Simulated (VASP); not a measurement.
# YbH3 (Fm-3m) in VASP: notebook

The runs below take YbH3 through single point, with PBE.

Program: VASP 6.6.1. These are calculated values, not measurements. Logs are shortened: lines on timing, memory, paths and dates and some standing lists are left out, and cuts for length are marked.

## 1. The cell of the first run

It takes space group Fm-3m (No. 225, cubic). Conventional cell: a = 5.210 Å, b = 5.210 Å, c = 5.210 Å, α = 90.00°, β = 90.00°, γ = 90.00°. Yb (site symmetry m-3m) has 14 H at 2.26 to 2.60 Å within 3.0 Å. H (site symmetry m-3m) has 8 H at 2.26 Å and 6 Yb at 2.60 Å within 3.0 Å. Within 3.0 Å of H (site symmetry -43m) lie 4 Yb at 2.26 Å and 10 H at 2.26 to 2.60 Å.

## 2. Single point, PBE, collinear spin, zero start

The input, INCAR:

```
SYSTEM = YbH3
PREC = Accurate
ENCUT = 520
EDIFF = 1E-6
ISMEAR = -1
SIGMA = 0.05
LREAL = .False.
LASPH = .True.
NELM = 150
ALGO = Normal
ISIF = 2
LWAVE = .False.
LCHARG = .False.
ISPIN = 2
MAGMOM = 0 0 0 0
LORBIT = 11
NUPDOWN = 0.0
LMAXMIX = 6
GGA = PE
NBANDS = 26
```

The input, KPOINTS:

```
Automatic mesh
0
Gamma
  7 7 7
  0 0 0
```

The input, POSCAR:

```
YbH3
1.0
    0.0000000000      2.6049710000      2.6049710000
    2.6049710000      0.0000000000      2.6049710000
    2.6049710000      2.6049710000      0.0000000000
Yb H
1 3
Direct
    0.0000000000      0.0000000000      0.0000000000
    0.5000000000      0.5000000000      0.5000000000
    0.2500000000      0.2500000000      0.2500000000
    0.7500000000      0.7500000000      0.7500000000
```

Potentials or basis: VASP PAW PBE potentials, release 64 (Yb, H).

On the command line:

```
> cat potpaw_PBE.64/Yb/POTCAR potpaw_PBE.64/H/POTCAR > POTCAR
> mpirun -np 1 vasp_std > vasp.out
```

OUTCAR:

```text
SYSTEM = YbH3
   PREC = Accurate
   ENCUT = 520
   EDIFF = 1E-6
   ISMEAR = -1
   LREAL = .False.
   LASPH = .True.
   NELM = 150
   ISIF = 2
   ISPIN = 2
   LORBIT = 11
   NUPDOWN = 0.0
   GGA = PE

 ion  position               nearest neighbor table
   1  0.000  0.000  0.000-   4 2.26   4 2.26   4 2.26   3 2.26   4 2.26   3 2.26   3 2.26   3 2.26

   2  0.500  0.500  0.500-
   3  0.250  0.250  0.250-   1 2.26   1 2.26   1 2.26   1 2.26
   4  0.750  0.750  0.750-   1 2.26   1 2.26   1 2.26   1 2.26

  LATTYP: Found a face centered cubic cell.
 ALAT       =     5.2099420000

  Lattice vectors:

 A1 = (   0.0000000000,   2.6049710000,   2.6049710000)
 A2 = (   2.6049710000,   0.0000000000,   2.6049710000)
 A3 = (   2.6049710000,   2.6049710000,   0.0000000000)

Analysis of symmetry for initial positions (statically):
=====================================================================
 Subroutine PRICEL returns:
 Original cell was already a primitive cell.

 Routine SETGRP: Setting up the symmetry group for a
 face centered cubic supercell.

 Subroutine GETGRP returns: Found 48 space group operations
 (whereof 48 operations were pure point group operations)
 out of a pool of 48 trial point group operations.

The static configuration has the point symmetry O_h .

Analysis of symmetry for dynamics (positions and initial velocities):
=====================================================================
 Subroutine PRICEL returns:
 Original cell was already a primitive cell.

 Routine SETGRP: Setting up the symmetry group for a
 face centered cubic supercell.

 Subroutine GETGRP returns: Found 48 space group operations
 (whereof 48 operations were pure point group operations)
 out of a pool of 48 trial point group operations.

The dynamic configuration has the point symmetry O_h .

Analysis of structural, dynamic, and magnetic symmetry:
=====================================================================
 Subroutine PRICEL returns:
 Original cell was already a primitive cell.

 Routine SETGRP: Setting up the symmetry group for a
 face centered cubic supercell.

 Subroutine GETGRP returns: Found 48 space group operations
 (whereof 48 operations were pure point group operations)
 out of a pool of 48 trial point group operations.

The overall configuration has the point symmetry O_h .

 Subroutine INISYM returns: Found 48 space group operations
 (whereof 48 operations are pure point group operations),
 and found     1 'primitive' translations

----------------------------------------------------------------------------------------

                                     Primitive cell

  volume of cell :      35.3540

  direct lattice vectors                    reciprocal lattice vectors
     0.000000000  2.604971000  2.604971000    -0.191940716  0.191940716  0.191940716
     2.604971000  0.000000000  2.604971000     0.191940716 -0.191940716  0.191940716
     2.604971000  2.604971000  0.000000000     0.191940716  0.191940716 -0.191940716

  length of vectors
     3.683985318  3.683985318  3.683985318     0.332451073  0.332451073  0.332451073

  position of ions in fractional coordinates (direct lattice)
     0.000000000  0.000000000  0.000000000
     0.500000000  0.500000000  0.500000000
     0.250000000  0.250000000  0.250000000
     0.750000000  0.750000000  0.750000000

  ion indices of the primitive-cell ions
   primitive index   ion index
                 1           1
                 2           2
                 3           3
                 4           4

----------------------------------------------------------------------------------------

 KPOINTS: Automatic mesh

Automatic generation of k-mesh.
 Grid dimensions read from file:
 generate k-points for:    7    7    7

 Generating k-lattice:

  Cartesian coordinates                     Fractional coordinates (reciprocal lattice)
    -0.027420102  0.027420102  0.027420102     0.142857143  0.000000000  0.000000000
     0.027420102 -0.027420102  0.027420102     0.000000000  0.142857143  0.000000000
     0.027420102  0.027420102 -0.027420102     0.000000000  0.000000000  0.142857143

  Length of vectors
     0.047493010  0.047493010  0.047493010

  Shift w.r.t. Gamma in fractional coordinates (k-lattice)
     0.000000000  0.000000000  0.000000000

 Subroutine IBZKPT returns following result:
 ===========================================

 Found     20 irreducible k-points:

 Following reciprocal coordinates:
            Coordinates               Weight
  0.000000  0.000000  0.000000      1.000000
  0.142857  0.000000  0.000000      8.000000
  0.285714  0.000000  0.000000      8.000000
  0.428571  0.000000  0.000000      8.000000
  0.142857  0.142857  0.000000      6.000000
  0.285714  0.142857  0.000000     24.000000
[... 12 lines left out ...]
 -0.428571  0.428571  0.142857     24.000000
 -0.285714  0.428571  0.142857     24.000000
   k-points           NKPTS =     20   k-points in BZ     NKDIM =     20   number of bands    NBANDS=     26
   number of dos      NEDOS =    301   number of ions     NIONS =      4
   total plane-waves  NPLWV =  21952
   dimension x,y,z NGX =    28 NGY =   28 NGZ =   28
   dimension x,y,z NGXF=    56 NGYF=   56 NGZF=   56
   ions per type =               1   3
   NGX,Y,Z   is equivalent  to a cutoff of  12.64, 12.64, 12.64 a.u.
   NGXF,Y,Z  is equivalent  to a cutoff of  25.27, 25.27, 25.27 a.u.
 SYSTEM =  YbH3
   PREC   = accura    normal or accurate (medium, high low for compatibility)
   ISTART =      0    job   : 0-new  1-cont  2-samecut
   ICHARG =      2    charge: 1-file 2-atom 10-const
   ISPIN  =      2    spin polarized calculation?
   LNONCOLLINEAR =      F non collinear calculations
   LSORBIT =      F    spin-orbit coupling
   LASPH  =      T    aspherical Exc in radial PAW
   ENCUT  =  520.0 eV  38.22 Ry    6.18 a.u.   6.85  6.85  6.85*2*pi/ulx,y,z
   NELM   =    150;   NELMIN=  2; NELMDL= -5     # of ELM steps
   EDIFF  = 0.1E-05   stopping-criterion for ELM
   LREAL  =      F    real-space projection
   EDIFFG = 0.1E-04   stopping-criterion for IOM
   NSW    =      0    number of steps for IOM
   IBRION =     -1    ionic relax: 0-MD 1-quasi-New 2-CG
   NFREE  =      0    steps in history (QN), initial steepest desc. (CG)
   ISIF   =      2    stress and relaxation
   ISYM   =      2    0-nonsym 1-usesym 2-fastsym
   POTIM  = 0.5000    time-step for ionic-motion
   TEBEG  =    0.0;   TEEND  =   0.0 temperature during run
   PSTRESS=    0.0 pullay stress
   NELECT =      27.0000    total number of electrons
   NUPDOWN=       0.0000    fix difference up-down
   EMIN   =  10.00;   EMAX   =-10.00  energy-range for DOS
   EFERMI =   0.00;   METHOD = LEGACY
   ISMEAR =    -1;   SIGMA  =   0.05  broadening in eV -4-tet -1-fermi 0-gaus
   EFERMI_NEDOS =   21; number of points for ismear=-14 and -15
   IALGO  =     38    algorithm
   IMIX   =      4    mixing-type and parameters
     AMIX     =   0.40;   BMIX     =  1.00
     AMIX_MAG =   1.60;   BMIX_MAG =  1.00
  volume/ion in A,a.u.               =       8.84        59.65
  Fermi-wavevector in a.u.,A,eV,Ry     =   1.496407  2.827800 30.466645  2.239235
  Thomas-Fermi vector in A             =   2.608428
   LORBIT       =     11    0 simple, 1 ext, 2 COOP (PROOUT), +10 PAW based schemes
   GGA     = PE    functional components
   LHFCALC =     F    Hartree Fock is set to
   AEXX    =    0.0000 exact exchange contribution
   IVDW    =     0    specifies the selected vdW correction
   LEPSILON=     F    determine dielectric tensor
   LRPA    =     F    only Hartree local field effects (RPA)
 spin polarized calculation
  energy-cutoff  :      520.00
  volume of cell :       35.35
 maximum number of plane-waves:       966
   NGX = 13   NGY = 13   NGZ = 13

 number of electron      27.0000013 magnetization       0.0000000

 number of electron      27.0000013 magnetization      -0.0000000

 Free energy of the ion-electron system (eV)
  ---------------------------------------------------
  ext. energy  EPLUGINS =         0.00000000
  ---------------------------------------------------
  free energy    TOTEN  =       -15.24143691 eV

  energy without entropy =      -15.22631834  energy(sigma->0) =      -15.23387763

 E-fermi :   1.4234     XC(G=0): -10.8779

 val. band max:        1.3822737363   @ k =  -0.1429   0.1429   0.0000
 cond. band min:       1.4937300062   @ k =   0.2857   0.2857   0.0000
 fundamental gap:      0.1114562700
 Fermi energy:         1.4234371299

 spin component 1

 k-point     1 :       0.0000    0.0000    0.0000
  band No.  band energies     occupation
      1     -49.6890      1.00000
      2     -21.7174      1.00000
      3     -21.7174      1.00000
      4     -21.7174      1.00000
      5      -7.0682      1.00000
      6       0.0033      1.00000
[... 17 lines left out ...]
     24      21.6299      0.00000
     25      21.6299      0.00000

 k-point     2 :       0.1429    0.0000    0.0000
  band No.  band energies     occupation
      1     -49.6854      1.00000
      2     -21.8010      1.00000
      3     -21.7269      1.00000
      4     -21.7269      1.00000
      5      -6.6302      1.00000
      6      -0.3228      1.00000
[... 17 lines left out ...]
     24      19.6440      0.00000
     25      19.6440      0.00000
[... 474 lines left out ...]
     24      20.6623      0.00000
     25      21.3778      0.00000

 k-point    20 :      -0.2857    0.4286    0.1429
  band No.  band energies     occupation
      1     -49.6641      1.00000
      2     -22.0072      1.00000
      3     -21.9772      1.00000
      4     -21.8405      1.00000
      5      -2.4895      1.00000
      6      -1.8804      1.00000
[... 17 lines left out ...]
     24      20.4954      0.00000
     25      21.1437      0.00000
 Fermi energy:         1.4234375511

 spin component 2

 k-point     1 :       0.0000    0.0000    0.0000
  band No.  band energies     occupation
      1     -49.6890      1.00000
      2     -21.7174      1.00000
      3     -21.7174      1.00000
      4     -21.7174      1.00000
      5      -7.0682      1.00000
      6       0.0033      1.00000
[... 17 lines left out ...]
     24      21.6299      0.00000
     25      21.6299      0.00000

 k-point     2 :       0.1429    0.0000    0.0000
  band No.  band energies     occupation
      1     -49.6854      1.00000
      2     -21.8010      1.00000
      3     -21.7269      1.00000
      4     -21.7269      1.00000
      5      -6.6302      1.00000
      6      -0.3228      1.00000
[... 17 lines left out ...]
     24      19.6440      0.00000
     25      19.6440      0.00000
[... 474 lines left out ...]
     24      20.6623      0.00000
     25      21.3778      0.00000

 k-point    20 :      -0.2857    0.4286    0.1429
  band No.  band energies     occupation
      1     -49.6641      1.00000
      2     -22.0072      1.00000
      3     -21.9772      1.00000
      4     -21.8405      1.00000
      5      -2.4895      1.00000
      6      -1.8804      1.00000
[... 17 lines left out ...]
     24      20.4954      0.00000
     25      21.1437      0.00000
 [bands above 25 left out]

------------------------ aborting loop because EDIFF is reached ----------------------------------------

  FORCE on cell =-STRESS in cart. coord.  units (eV):
  Direction    XX          YY          ZZ          XY          YZ          ZX
  --------------------------------------------------------------------------------------
  -------------------------------------------------------------------------------------
  Total       -1.2847279     -1.2847279     -1.2847279     -0.0000000     -0.0000000     -0.0000000
  in kB      -58.2214558    -58.2214558    -58.2214558     -0.0000000     -0.0000000     -0.0000000
  external PRESSURE =     -58.2214558 kB  Pullay stress =       0.0000000 kB

 VOLUME and BASIS-vectors are now :
 -----------------------------------------------------------------------------
  energy-cutoff  :      520.00
  volume of cell :       35.35
      direct lattice vectors                 reciprocal lattice vectors
     0.000000000  2.604971000  2.604971000    -0.191940716  0.191940716  0.191940716
     2.604971000  0.000000000  2.604971000     0.191940716 -0.191940716  0.191940716
     2.604971000  2.604971000  0.000000000     0.191940716  0.191940716 -0.191940716

 POSITION                                       TOTAL-FORCE (eV/Angst)
 -----------------------------------------------------------------------------------
      0.00000      0.00000      0.00000         0.000000      0.000000      0.000000
      2.60497      2.60497      2.60497         0.000000      0.000000      0.000000
      1.30249      1.30249      1.30249        -0.000000     -0.000000     -0.000000
      3.90746      3.90746      3.90746         0.000000      0.000000      0.000000
 -----------------------------------------------------------------------------------
    total drift:                               -0.000000     -0.000000      0.000000

  FREE ENERGIE OF THE ION-ELECTRON SYSTEM (eV)
  ---------------------------------------------------
  free  energy   TOTEN  =       -15.2414369145 eV

  energy  without entropy=      -15.2263183424  energy(sigma->0) =      -15.23387763

 total charge

# of ion       s       p       d       f       tot
--------------------------------------------------
    1        2.108   6.046   0.471  13.428  22.054
    2        0.456   0.006   0.000   0.000   0.461
    3        0.542   0.006   0.000   0.000   0.548
    4        0.542   0.006   0.000   0.000   0.548
--------------------------------------------------
tot          3.648   6.064   0.471  13.428  23.611

 magnetization (x)

# of ion       s       p       d       f       tot
--------------------------------------------------
    1       -0.000   0.000   0.000  -0.000   0.000
    2        0.000  -0.000   0.000   0.000   0.000
    3        0.000   0.000   0.000   0.000   0.000
    4        0.000   0.000   0.000   0.000   0.000
--------------------------------------------------
tot          0.000   0.000   0.000  -0.000   0.000
```

Wall time 59 s (1 thread of Intel Xeon Platinum 8375C at 2.90GHz (Ice Lake), shared host); peak memory 0.2 GiB.

What came out:

| Item | Value |
| --- | --- |
| Free energy | -15.2414 eV |
| Pressure | -5.8 GPa |
| Net moment | 0.00 μB per cell |
| Valence electrons inside the program's atomic spheres | Yb 22.05; H 0.46, 0.55 (each value once) |

Caveat: the cell stands under tension; spin-orbit coupling is left out, which moves the levels of the heavy elements; the total moment is fixed, so each spin has its own Fermi level.

## 3. Single point, PBE, collinear spin, ferromagnetic start

The input, INCAR:

```
PREC = Accurate
ENCUT = 520
EDIFF = 1E-7
ISMEAR = -1
SIGMA = 0.05
LREAL = F
LASPH = T
NELM = 150
ALGO = Normal
ISIF = 2
LWAVE = F
LCHARG = F
ISPIN = 2
MAGMOM = 0.2 0 0 0
LORBIT = 11
NUPDOWN = 0.2
LMAXMIX = 6
GGA = PE
NBANDS = 26
```

The input, KPOINTS:

```
regular mesh
0
Gamma
  7 7 7
```

POSCAR is that of step 2.

Potentials or basis: VASP PAW PBE potentials, release 64 (Yb, H).

On the command line:

```
> cat potpaw_PBE.64/Yb/POTCAR potpaw_PBE.64/H/POTCAR > POTCAR
> mpirun -np 1 vasp_std > vasp.out
```

Run time: 59 s. Hardware: 1 thread of Intel Xeon Platinum 8375C at 2.90GHz (Ice Lake), shared host; peak memory 0.2 GiB.

The run converged. Its results:

```yaml
Free_energy: -15.2354 eV
Pressure: -5.4 GPa
Net_moment: 0.20 μB per cell
Site_moments: Yb +0.18; H +0.00 μB
Valence_electrons_inside_the_program's_atomic_spheres: Yb 22.05; H 0.46, 0.55 (each value once)
```

Caveat: the cell stands under tension; spin-orbit coupling is left out, which moves the levels of the heavy elements; the total moment is fixed, so each spin has its own Fermi level. The state reached can hang on the start; a lower one may exist.

(Part 1 of 2 ends here.)
